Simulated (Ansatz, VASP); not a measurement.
## I in VASP and in Ansatz

```
I
1.0
     3.74617   -2.18820    0.00000
     3.74617    2.18820    0.00000
     0.00000    0.00000    9.64792
I
4
Direct
  0.82737 0.17263 0.12283
  0.17263 0.82737 0.87717
  0.32737 0.67263 0.37717
  0.67263 0.32737 0.62283
```

Alike in both runs: functional PBEsol; k mesh 12 × 12 × 6; occupations gaussian, width 0.05 eV; no spin polarisation.

Ansatz relaxed the structure, and its values are those at the end. VASP's run is a single point on that final structure, the one shown.

```csv
,VASP,Ansatz
version,VASP 6.6.1,Ansatz 0.2.0
potentials or method,"VASP PAW PBE potentials, release 64 (I), cutoff 500 eV","scalar-relativistic, plane waves, PAW"
valence electrons in the cell,28,68
```

|  | VASP | Ansatz | Ansatz less VASP |
| --- | --- | --- | --- |
| gap on the k mesh at the Fermi level (eV) | 0.82 | 0.81 | -0.008 |
| least direct gap on the mesh (eV) | 1.04 | 1.04 | -0.007 |
| pressure (GPa) | 0.0 | 0.0 | 0.00 |
| rms of the force components (eV/Å) | 0.004 | 0.003 | -0.0013 |

VASP's potentials were made for PBE, not for PBEsol. VASP's potentials hold 28 valence electrons a cell and Ansatz's 68, so a difference there can come from the potentials and not from the codes.

Neither program's run includes spin-orbit coupling.
